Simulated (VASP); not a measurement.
# TiAl (Amm2) in VASP: single point with PBEsol

Aim: the single point of TiAl with PBEsol.

All numbers are computed with VASP 6.6.1; they aren't measurements. Logs are shortened: lines on timing, memory, paths and dates and some standing lists are left out, and cuts for length are marked.

## 1. The cell of the first run

Symmetry: Amm2, No. 38, orthorhombic system. The conventional cell has a = 4.620 Å, b = 2.848 Å, c = 4.933 Å, α = 90.00°, β = 90.00°, γ = 90.00°. Within 3.7 Å of Ti (site symmetry mm2) lie 6 Al at 2.81 to 2.88 Å and 6 Ti at 2.85 Å. Within 3.7 Å of Al (site symmetry mm2) lie 6 Ti at 2.81 to 2.88 Å and 6 Al at 2.85 Å.

## 2. Single point, PBEsol (atoms displaced along a vibrational mode)

Input file INCAR:

```
SYSTEM = TiAl
PREC = Accurate ; ENCUT = 520
EDIFF = 1E-6 ; ISMEAR = 0
SIGMA = 0.15 ; LREAL = .FALSE.
LASPH = .TRUE. ; NELM = 100
ALGO = Fast ; ISIF = 2
LWAVE = .FALSE. ; LCHARG = .FALSE.
GGA = PS ; NBANDS = 14
```

Input file KPOINTS:

```
Automatic mesh
0
G
  24 24 14
  0 0 0
```

Input file POSCAR:

```
TiAl
1.0
    2.8478212847      0.0000000000      0.0000000000
   -1.4239106423      2.4662855780      0.0000000000
    0.0000000000      0.0000000000      4.6199447394
Ti Al
1 1
Direct
   -0.0057138278     -0.0114276555      0.0000000000
    0.3434700345      0.6869400691      0.5000000000
```

Potentials or basis: VASP PAW PBE potentials, release 64 (Ti_sv, Al).

Launch:

```sh
> cat potpaw_PBE.64/Ti_sv/POTCAR potpaw_PBE.64/Al/POTCAR > POTCAR
> mpirun -np 1 vasp_std > vasp.out
```

OUTCAR:

```text
SYSTEM = TiAl
   PREC = Accurate
   ENCUT = 520
   EDIFF = 1E-6
   ISMEAR = 0
   LREAL = .FALSE.
   LASPH = .TRUE.
   NELM = 100
   ISIF = 2
   GGA = PS

 ion  position               nearest neighbor table
   1  0.994  0.989  0.000-   2 2.81   2 2.81   2 2.81   2 2.81   2 2.88   2 2.88
   2  0.343  0.687  0.500-   1 2.81   1 2.81   1 2.81   1 2.81   1 2.88   1 2.88

  LATTYP: Found a hexagonal cell.
 ALAT       =     2.8478212847
 C/A-ratio  =     1.6222734075

  Lattice vectors:

 A1 = (   2.8478212847,   0.0000000000,   0.0000000000)
 A2 = (  -1.4239106423,   2.4662855780,   0.0000000000)
 A3 = (   0.0000000000,   0.0000000000,   4.6199447394)

Analysis of symmetry for initial positions (statically):
=====================================================================
 Subroutine PRICEL returns:
 Original cell was already a primitive cell.

 Routine SETGRP: Setting up the symmetry group for a
 hexagonal supercell.

 Subroutine GETGRP returns: Found  4 space group operations
 (whereof  4 operations were pure point group operations)
 out of a pool of 24 trial point group operations.

The static configuration has the point symmetry C_2v.

Analysis of symmetry for dynamics (positions and initial velocities):
=====================================================================
 Subroutine PRICEL returns:
 Original cell was already a primitive cell.

 Routine SETGRP: Setting up the symmetry group for a
 hexagonal supercell.

 Subroutine GETGRP returns: Found  4 space group operations
 (whereof  4 operations were pure point group operations)
 out of a pool of 24 trial point group operations.

The dynamic configuration has the point symmetry C_2v.

 Subroutine INISYM returns: Found  4 space group operations
 (whereof  4 operations are pure point group operations),
 and found     1 'primitive' translations

----------------------------------------------------------------------------------------

                                     Primitive cell

  volume of cell :      32.4484

  direct lattice vectors                    reciprocal lattice vectors
     2.847821285  0.000000000  0.000000000     0.351145630  0.202734024  0.000000000
    -1.423910642  2.466285578  0.000000000     0.000000000  0.405468048  0.000000000
     0.000000000  0.000000000  4.619944739     0.000000000  0.000000000  0.216452805

  length of vectors
     2.847821285  2.847821285  4.619944739     0.405468048  0.405468048  0.216452805

  position of ions in fractional coordinates (direct lattice)
     0.994286172  0.988572344  0.000000000
     0.343470035  0.686940069  0.500000000

  ion indices of the primitive-cell ions
   primitive index   ion index
                 1           1
                 2           2

----------------------------------------------------------------------------------------

 KPOINTS: Automatic mesh

Automatic generation of k-mesh.
 Grid dimensions read from file:
 generate k-points for:   24   24   14

 Generating k-lattice:

  Cartesian coordinates                     Fractional coordinates (reciprocal lattice)
     0.014631068  0.008447251  0.000000000     0.041666667 -0.000000000  0.000000000
     0.000000000  0.016894502  0.000000000     0.000000000  0.041666667  0.000000000
     0.000000000  0.000000000  0.015460915     0.000000000  0.000000000  0.071428571

  Length of vectors
     0.016894502  0.016894502  0.015460915

  Shift w.r.t. Gamma in fractional coordinates (k-lattice)
     0.000000000  0.000000000  0.000000000

 Subroutine IBZKPT returns following result:
 ===========================================

 Found   1256 irreducible k-points:

 Following reciprocal coordinates:
            Coordinates               Weight
  0.000000  0.000000  0.000000      1.000000
  0.041667  0.000000  0.000000      4.000000
  0.000000  0.041667  0.000000      2.000000
  0.083333 -0.000000  0.000000      4.000000
  0.000000  0.083333  0.000000      2.000000
  0.125000 -0.000000  0.000000      4.000000
[... 16 lines left out ...]
  0.000000  0.458333  0.000000      2.000000
  0.500000 -0.000000  0.000000      2.000000
 [... further k-points ...]
   k-points           NKPTS =   1256   k-points in BZ     NKDIM =   1256   number of bands    NBANDS=     14
   number of dos      NEDOS =    301   number of ions     NIONS =      2
   total plane-waves  NPLWV =  20736
   dimension x,y,z NGX =    24 NGY =   24 NGZ =   36
   dimension x,y,z NGXF=    48 NGYF=   48 NGZF=   72
   ions per type =               1   1
   NGX,Y,Z   is equivalent  to a cutoff of  14.01, 14.01, 12.95 a.u.
   NGXF,Y,Z  is equivalent  to a cutoff of  28.02, 28.02, 25.91 a.u.
 SYSTEM =  TiAl
   PREC   = accura    normal or accurate (medium, high low for compatibility)
   ISTART =      0    job   : 0-new  1-cont  2-samecut
   ICHARG =      2    charge: 1-file 2-atom 10-const
   ISPIN  =      1    spin polarized calculation?
   LNONCOLLINEAR =      F non collinear calculations
   LSORBIT =      F    spin-orbit coupling
   LASPH  =      T    aspherical Exc in radial PAW
   ENCUT  =  520.0 eV  38.22 Ry    6.18 a.u.   5.30  5.30  8.59*2*pi/ulx,y,z
   NELM   =    100;   NELMIN=  2; NELMDL= -5     # of ELM steps
   EDIFF  = 0.1E-05   stopping-criterion for ELM
   LREAL  =      F    real-space projection
   EDIFFG = 0.1E-04   stopping-criterion for IOM
   NSW    =      0    number of steps for IOM
   IBRION =     -1    ionic relax: 0-MD 1-quasi-New 2-CG
   NFREE  =      0    steps in history (QN), initial steepest desc. (CG)
   ISIF   =      2    stress and relaxation
   ISYM   =      2    0-nonsym 1-usesym 2-fastsym
   POTIM  = 0.5000    time-step for ionic-motion
   TEBEG  =    0.0;   TEEND  =   0.0 temperature during run
   PSTRESS=    0.0 pullay stress
   NELECT =      15.0000    total number of electrons
   NUPDOWN=      -1.0000    fix difference up-down
   EMIN   =  10.00;   EMAX   =-10.00  energy-range for DOS
   EFERMI =   0.00;   METHOD = LEGACY
   ISMEAR =     0;   SIGMA  =   0.15  broadening in eV -4-tet -1-fermi 0-gaus
   EFERMI_NEDOS =   21; number of points for ismear=-14 and -15
   IALGO  =     68    algorithm
   IMIX   =      4    mixing-type and parameters
     AMIX     =   0.40;   BMIX     =  1.00
     AMIX_MAG =   1.60;   BMIX_MAG =  1.00
  volume/ion in A,a.u.               =      16.22       109.49
  Fermi-wavevector in a.u.,A,eV,Ry     =   1.265827  2.392066 21.800854  1.602318
  Thomas-Fermi vector in A             =   2.399060
   LORBIT       =      0    0 simple, 1 ext, 2 COOP (PROOUT), +10 PAW based schemes
   GGA     = PS    functional components
   LHFCALC =     F    Hartree Fock is set to
   AEXX    =    0.0000 exact exchange contribution
   IVDW    =     0    specifies the selected vdW correction
   LEPSILON=     F    determine dielectric tensor
   LRPA    =     F    only Hartree local field effects (RPA)
 non-spin polarized calculation
 RMM-DIIS sequential band-by-band and
 Gauss-broadening in eV      SIGMA  =   0.15
  energy-cutoff  :      520.00
  volume of cell :       32.45
 maximum number of plane-waves:       888
 NGX is ok and might be reduce to    24
   NGX = 11   NGY = 11   NGZ = 17

 number of electron      15.0000002 magnetization

 Free energy of the ion-electron system (eV)
  ---------------------------------------------------
  ext. energy  EPLUGINS =         0.00000000
  ---------------------------------------------------
  free energy    TOTEN  =       -12.94033853 eV

  energy without entropy =      -12.91101223  energy(sigma->0) =      -12.92567538

 E-fermi :   8.0375     XC(G=0): -11.1445

 val. band max:        8.0373599750   @ k =  -0.3750   0.2917   0.2143
 cond. band min:       8.0379325115   @ k =  -0.0833   0.2500   0.3571
 fundamental gap:      0.0005725365
 Fermi energy:         8.0375431187

 k-point     1 :       0.0000    0.0000    0.0000
  band No.  band energies     occupation
      1     -48.1964      2.00000
      2     -24.6247      2.00000
      3     -24.1797      2.00000
      4     -24.1738      2.00000
      5      -0.9969      2.00000
      6       5.7260      2.00000
      7       6.2478      2.00000
      8       9.3384      0.00000
      9       9.3478      0.00000
     10      10.8505      0.00000
     11      10.8858      0.00000
     12      12.1281      0.00000
     13      21.0524      0.00000
     14      21.0753      0.00000

 k-point     2 :       0.0417    0.0000    0.0000
  band No.  band energies     occupation
      1     -48.1946      2.00000
      2     -24.6229      2.00000
      3     -24.1872      2.00000
      4     -24.1797      2.00000
      5      -0.9529      2.00000
      6       5.7744      2.00000
      7       6.2512      2.00000
      8       9.3011      0.00000
      9       9.3775      0.00000
     10      10.8513      0.00000
     11      10.8834      0.00000
     12      12.1387      0.00000
     13      20.1994      0.00000
     14      20.5570      0.00000

 k-point     3 :       0.0000    0.0417    0.0000
  band No.  band energies     occupation
      1     -48.1946      2.00000
      2     -24.6229      2.00000
      3     -24.1906      2.00000
      4     -24.1762      2.00000
      5      -0.9530      2.00000
      6       5.7744      2.00000
      7       6.2524      2.00000
      8       9.2943      0.00000
      9       9.3842      0.00000
     10      10.8380      0.00000
     11      10.8951      0.00000
     12      12.1376      0.00000
     13      20.2194      0.00000
     14      20.5419      0.00000
[... 324 lines left out ...]
 k-point    23 :       0.0000    0.4583    0.0000
  band No.  band energies     occupation
      1     -48.0931      2.00000
      2     -24.7913      2.00000
      3     -24.5235      2.00000
      4     -24.3143      2.00000
      5       3.7912      2.00000
      6       5.6595      2.00000
      7       6.5009      2.00000
      8       7.0768      2.00000
      9      10.1723      0.00000
     10      12.0433      0.00000
     11      12.1122      0.00000
     12      12.2142      0.00000
     13      13.4786      0.00000
     14      16.0185      0.00000

 k-point    24 :       0.5000   -0.0000    0.0000
  band No.  band energies     occupation
      1     -48.0912      2.00000
      2     -24.7982      2.00000
      3     -24.5213      2.00000
      4     -24.3211      2.00000
      5       4.2683      2.00000
      6       5.2223      2.00000
      7       6.4265      2.00000
      8       7.0135      2.00000
      9      10.1801      0.00000
     10      12.1102      0.00000
     11      12.2431      0.00000
     12      12.3306      0.00000
     13      13.5715      0.00000
     14      15.9842      0.00000

 [... further k-points ...]

------------------------ aborting loop because EDIFF is reached ----------------------------------------

  FORCE on cell =-STRESS in cart. coord.  units (eV):
  Direction    XX          YY          ZZ          XY          YZ          ZX
  --------------------------------------------------------------------------------------
  -------------------------------------------------------------------------------------
  Total        0.2738109     -0.2599535      0.0197052     -0.0000000      0.0000000      0.0000000
  in kB       13.5197416    -12.8355152      0.9729701     -0.0000000      0.0000000      0.0000000
  external PRESSURE =       0.5523988 kB  Pullay stress =       0.0000000 kB

 VOLUME and BASIS-vectors are now :
 -----------------------------------------------------------------------------
  energy-cutoff  :      520.00
  volume of cell :       32.45
      direct lattice vectors                 reciprocal lattice vectors
     2.847821285  0.000000000  0.000000000     0.351145630  0.202734024  0.000000000
    -1.423910642  2.466285578  0.000000000     0.000000000  0.405468048  0.000000000
     0.000000000  0.000000000  4.619944739     0.000000000  0.000000000  0.216452805

 POSITION                                       TOTAL-FORCE (eV/Angst)
 -----------------------------------------------------------------------------------
      1.42391      2.43810      0.00000         0.000000      0.148657      0.000000
     -0.00000      1.69419      2.30997        -0.000000     -0.148657      0.000000
 -----------------------------------------------------------------------------------
    total drift:                                0.000000      0.000077     -0.000000

  FREE ENERGIE OF THE ION-ELECTRON SYSTEM (eV)
  ---------------------------------------------------
  free  energy   TOTEN  =       -12.9403385278 eV

  energy  without entropy=      -12.9110122267  energy(sigma->0) =      -12.92567538
```

Run time: 29 min. Hardware: 1 thread of Oxide Virtual Turin-like, shared host; peak memory 0.62 GiB.

What came out:

```yaml
Free_energy: -12.9403 eV
Pressure: 0.1 GPa
Largest_force: 0.149 eV/Å
Band_gap_on_the_k_mesh: zero (an odd number of electrons rules out a gap without spin polarisation)
```

Forces on the atoms (eV/Å):
```
Ti   0.000  0.149  0.000
Al   0.000 -0.149  0.000
```

Stress tensor (GPa, compression positive):
```
 1.35  0.00  0.00
 0.00 -1.28  0.00
 0.00  0.00  0.10
```

Levels at points of the mesh, in eV from the Fermi level:
```
           k point  band 5  band 6  band 7  band 8  band 9  band 10  band 11  band 12
(0.00, 0.00, 0.00)   -9.03   -2.31   -1.79    1.30    1.31     2.81     2.85     4.09
(0.50, 0.00, 0.00)   -3.77   -2.82   -1.61   -1.02    2.14     4.07     4.21     4.29
(0.00, 0.50, 0.00)   -3.77   -2.85   -1.53   -1.01    2.12     4.07     4.12     4.27
(0.00, 0.00, 0.50)   -8.10   -5.32   -0.42    1.31    1.32     2.73     2.76     6.96
(0.50, 0.00, 0.50)   -3.72   -2.43   -1.85    0.55    0.97     1.93     3.09     4.07
(0.00, 0.50, 0.50)   -3.72   -2.37   -1.91    0.62    0.99     1.91     3.02     4.07
```

Caveat: the cell differs from its parent crystal (atoms displaced along a vibrational mode); the PAW data sets were made with another functional, which shifts forces and pressure a little.
